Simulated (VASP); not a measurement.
# CdSiN2 (P-4m2) in VASP: single point with r2SCAN

Aim: the single point of CdSiN2 with r2SCAN.

Program: VASP 6.6.1. These are calculated values, not measurements. Logs are shortened: lines on timing, memory, paths and dates and some standing lists are left out, and cuts for length are marked.

### 1 The cell of the first run

Symmetry: P-4m2, No. 115, tetragonal system. Conventional cell: a = 2.964 Å, b = 2.964 Å, c = 5.110 Å, α = 90.00°, β = 90.00°, γ = 90.00°. Cd (site symmetry -4m2) has 4 N at 2.20 Å and 4 Cd at 2.96 Å within 3.0 Å. Within 2.3 Å of N (site symmetry 2mm) lie 2 Si at 1.75 Å and 2 Cd at 2.20 Å. Within 2.3 Å of Si (site symmetry -4m2) lie 4 N at 1.75 Å.

### 2 Single point, r2SCAN (biaxial xy strain -2.3%)

POSCAR reads:

```
CdSiN2
1.0
    2.9635999126      0.0000000000      0.0000000000
    0.0000000000      2.9635999126      0.0000000000
    0.0000000000      0.0000000000      5.1102333328
Cd N Si
1 2 1
Direct
    0.0000000000      0.0000000000      0.0000000000
    0.0000000000      0.5000000000      0.3179699104
    0.5000000000      0.0000000000      0.6820300896
    0.5000000000      0.5000000000      0.5000000000
```

INCAR.step1 reads:

```
SYSTEM = CdSiN2
PREC = Accurate
ENCUT = 770
ISMEAR = 0
SIGMA = 0.01
LREAL = .FALSE.
LASPH = .TRUE.
NELM = 120
NBANDS = 25
GGA = PE
ALGO = Normal
EDIFF = 1E-5
LWAVE = .TRUE.
LCHARG = .FALSE.
GGA_COMPAT = .FALSE.
```

INCAR.step2 reads:

```
SYSTEM = CdSiN2
PREC = Accurate
ENCUT = 770
EDIFF = 1E-6
ISMEAR = 0
SIGMA = 0.01
LREAL = .FALSE.
LASPH = .TRUE.
NELM = 120
ALGO = Normal
ISIF = 2
LWAVE = .FALSE.
LCHARG = .FALSE.
METAGGA = R2SCAN
LMIXTAU = .TRUE.
NBANDS = 25
ISTART = 1
GGA_COMPAT = .FALSE.
```

KPOINTS reads:

```
regular mesh
0
G
  8 8 6
  0 0 0
```

Potentials or basis: VASP PAW PBE potentials, release 64 (Cd_sv_GW, N, Si).

On the command line:

```console
$ cat potpaw_PBE.64/Cd_sv_GW/POTCAR potpaw_PBE.64/N/POTCAR potpaw_PBE.64/Si/POTCAR > POTCAR
$ cp INCAR.step1 INCAR
$ mpirun -np 1 vasp_std > vasp.out
$ cp INCAR.step2 INCAR
$ mpirun -np 1 vasp_std > vasp.out
```

OUTCAR:

```text
SYSTEM = CdSiN2
   PREC = Accurate
   ENCUT = 770
   EDIFF = 1E-6
   ISMEAR = 0
   LREAL = .FALSE.
   LASPH = .TRUE.
   NELM = 120
   ISIF = 2
   METAGGA = R2SCAN
   ISTART = 1

 ion  position               nearest neighbor table
   1  0.000  0.000  0.000-   2 2.20   3 2.20   2 2.20   3 2.20
   2  0.000  0.500  0.318-   4 1.75   4 1.75   1 2.20   1 2.20
   3  0.500  0.000  0.682-   4 1.75   4 1.75   1 2.20   1 2.20
   4  0.500  0.500  0.500-   2 1.75   3 1.75   3 1.75   2 1.75

  LATTYP: Found a simple tetragonal cell.
 ALAT       =     2.9635999126
 C/A-ratio  =     1.7243330691

  Lattice vectors:

 A1 = (   2.9635999126,   0.0000000000,   0.0000000000)
 A2 = (   0.0000000000,   2.9635999126,   0.0000000000)
 A3 = (   0.0000000000,   0.0000000000,   5.1102333328)

Analysis of symmetry for initial positions (statically):
=====================================================================
 Subroutine PRICEL returns:
 Original cell was already a primitive cell.

 Routine SETGRP: Setting up the symmetry group for a
 simple tetragonal supercell.

 Subroutine GETGRP returns: Found  8 space group operations
 (whereof  8 operations were pure point group operations)
 out of a pool of 16 trial point group operations.

The static configuration has the point symmetry D_2d.

Analysis of symmetry for dynamics (positions and initial velocities):
=====================================================================
 Subroutine PRICEL returns:
 Original cell was already a primitive cell.

 Routine SETGRP: Setting up the symmetry group for a
 simple tetragonal supercell.

 Subroutine GETGRP returns: Found  8 space group operations
 (whereof  8 operations were pure point group operations)
 out of a pool of 16 trial point group operations.

The dynamic configuration has the point symmetry D_2d.

 Subroutine INISYM returns: Found  8 space group operations
 (whereof  8 operations are pure point group operations),
 and found     1 'primitive' translations

----------------------------------------------------------------------------------------

                                     Primitive cell

  volume of cell :      44.8828

[... 88 lines left out ...]
   LSORBIT =      F    spin-orbit coupling
   LASPH  =      T    aspherical Exc in radial PAW
   ENCUT  =  770.0 eV  56.59 Ry    7.52 a.u.   6.71  6.71 11.56*2*pi/ulx,y,z
   NELM   =    120;   NELMIN=  2; NELMDL=  0     # of ELM steps
   EDIFF  = 0.1E-05   stopping-criterion for ELM
   LREAL  =      F    real-space projection
   EDIFFG = 0.1E-04   stopping-criterion for IOM
   NSW    =      0    number of steps for IOM
   IBRION =     -1    ionic relax: 0-MD 1-quasi-New 2-CG
   NFREE  =      0    steps in history (QN), initial steepest desc. (CG)
   ISIF   =      2    stress and relaxation
   ISYM   =      2    0-nonsym 1-usesym 2-fastsym
   POTIM  = 0.5000    time-step for ionic-motion
   TEBEG  =    0.0;   TEEND  =   0.0 temperature during run
   PSTRESS=    0.0 pullay stress
   NELECT =      34.0000    total number of electrons
   NUPDOWN=      -1.0000    fix difference up-down
   EMIN   =  10.00;   EMAX   =-10.00  energy-range for DOS
   EFERMI =   0.00;   METHOD = LEGACY
   ISMEAR =     0;   SIGMA  =   0.01  broadening in eV -4-tet -1-fermi 0-gaus
   EFERMI_NEDOS =   21; number of points for ismear=-14 and -15
   IALGO  =     38    algorithm
   IMIX   =      4    mixing-type and parameters
     AMIX     =   0.40;   BMIX     =  1.00
     AMIX_MAG =   1.60;   BMIX_MAG =  1.00
  volume/ion in A,a.u.               =      11.22        75.72
  Fermi-wavevector in a.u.,A,eV,Ry     =   1.492363  2.820157 30.302184  2.227148
  Thomas-Fermi vector in A             =   2.604901
   LORBIT       =      0    0 simple, 1 ext, 2 COOP (PROOUT), +10 PAW based schemes
   METAGGA = R2SCAN    functional components
   LHFCALC =     F    Hartree Fock is set to
   AEXX    =    0.0000 exact exchange contribution
   IVDW    =     0    specifies the selected vdW correction
   LEPSILON=     F    determine dielectric tensor
   LRPA    =     F    only Hartree local field effects (RPA)
 non-spin polarized calculation
 Gauss-broadening in eV      SIGMA  =   0.01
  energy-cutoff  :      770.00
  volume of cell :       44.88
 maximum number of plane-waves:      2208
 NGX is ok and might be reduce to    28
   NGX = 13   NGY = 13   NGZ = 23

 number of electron      33.9999993 magnetization

 Free energy of the ion-electron system (eV)
  ---------------------------------------------------
  ext. energy  EPLUGINS =         0.00000000
  ---------------------------------------------------
  free energy    TOTEN  =       -49.40205187 eV

  energy without entropy =      -49.40205187  energy(sigma->0) =      -49.40205187

 E-fermi :   7.5219     XC(G=0): -12.4586

 val. band max:        7.2400525690   @ k =   0.5000   0.0000   0.5000
 cond. band min:       8.9674660643   @ k =   0.0000   0.0000   0.0000
 fundamental gap:      1.7274134953
 Fermi energy:         7.5219075317

 k-point     1 :       0.0000    0.0000    0.0000
  band No.  band energies     occupation
      1     -97.3663      2.00000
      2     -57.5809      2.00000
      3     -57.5809      2.00000
      4     -57.4080      2.00000
      5     -10.9904      2.00000
      6      -7.9206      2.00000
[... 661 lines left out ...]
     24      19.7907      0.00000
     25      21.7929      0.00000

 [... further k-points ...]

------------------------ aborting loop because EDIFF is reached ----------------------------------------

  FORCE on cell =-STRESS in cart. coord.  units (eV):
  Direction    XX          YY          ZZ          XY          YZ          ZX
  --------------------------------------------------------------------------------------
  -------------------------------------------------------------------------------------
  Total        3.0591349      3.0591349      2.0105418      0.0000000      0.0000000      0.0000000
  in kB      109.2016822    109.2016822     71.7701413      0.0000000      0.0000000      0.0000000
  external PRESSURE =      96.7245019 kB  Pullay stress =       0.0000000 kB

 VOLUME and BASIS-vectors are now :
 -----------------------------------------------------------------------------
  energy-cutoff  :      770.00
  volume of cell :       44.88
      direct lattice vectors                 reciprocal lattice vectors
     2.963599913  0.000000000  0.000000000     0.337427463  0.000000000  0.000000000
     0.000000000  2.963599913  0.000000000     0.000000000  0.337427463  0.000000000
     0.000000000  0.000000000  5.110233333     0.000000000  0.000000000  0.195685781

 POSITION                                       TOTAL-FORCE (eV/Angst)
 -----------------------------------------------------------------------------------
      0.00000      0.00000      0.00000        -0.000000     -0.000000      0.000000
      0.00000      1.48180      1.62490         0.000000     -0.000000     -0.012599
      1.48180      0.00000      3.48533         0.000000      0.000000      0.012599
      1.48180      1.48180      2.55512         0.000000      0.000000      0.000000
 -----------------------------------------------------------------------------------
    total drift:                               -0.000000     -0.000000      0.000000

  FREE ENERGIE OF THE ION-ELECTRON SYSTEM (eV)
  ---------------------------------------------------
  free  energy   TOTEN  =       -49.4020518737 eV

  energy  without entropy=      -49.4020518737  energy(sigma->0) =      -49.40205187
```

OSZICAR.step1:

```text
N       E                     dE             d eps       ncg     rms          rms(c)
DAV:   1     0.619628450170E+03    0.61963E+03   -0.22692E+04  3032   0.226E+03
DAV:   2     0.373857653241E+02   -0.58224E+03   -0.52720E+03  3028   0.681E+02
DAV:   3    -0.270572030297E+02   -0.64443E+02   -0.63221E+02  4748   0.249E+02
DAV:   4    -0.294845609995E+02   -0.24274E+01   -0.24209E+01  4256   0.531E+01
DAV:   5    -0.295695093882E+02   -0.84948E-01   -0.84936E-01  4336   0.922E+00    0.241E+01
DAV:   6    -0.241642133692E+02    0.54053E+01   -0.10651E+01  5000   0.770E+01    0.229E+01
DAV:   7    -0.243221519994E+02   -0.15794E+00   -0.27070E+00  3663   0.131E+01    0.157E+01
DAV:   8    -0.243455980272E+02   -0.23446E-01   -0.53986E-01  4831   0.124E+01    0.162E+00
DAV:   9    -0.242826821310E+02    0.62916E-01   -0.17022E-01  4968   0.784E+00    0.511E-01
DAV:  10    -0.242826598539E+02    0.22277E-04   -0.24155E-02  3659   0.133E+00    0.157E-01
DAV:  11    -0.242827864445E+02   -0.12659E-03   -0.11869E-03  4704   0.347E-01    0.726E-02
DAV:  12    -0.242827805470E+02    0.58974E-05   -0.72351E-05  4281   0.184E-01
   1 F= -.24282781E+02 E0= -.24282781E+02  d E =0.000000E+00
```

It took 5.7 min on 1 thread of Intel Xeon Platinum 8259CL at 2.50GHz (Skylake/Cascade Lake), shared host; peak memory 0.3 GiB.

Results:

```yaml
Free_energy: -49.4021 eV
Pressure: 9.7 GPa
Largest_force: 0.013 eV/Å
Band_gap_on_the_k_mesh: 1.73 eV (least direct gap 1.80 eV)
```

Forces on the atoms (eV/Å):
```
Cd   0.000  0.000  0.000
N    0.000  0.000 -0.013
N    0.000  0.000  0.013
Si   0.000  0.000  0.000
```

Stress tensor (GPa, compression positive):
```
10.92  0.00  0.00
 0.00 10.92  0.00
 0.00  0.00  7.18
```

Caveat: the cell differs from its parent crystal (biaxial xy strain -2.3%); the cell stands under pressure; the PAW data sets were made with another functional, which shifts forces and pressure a little. A k mesh can miss the band edges.
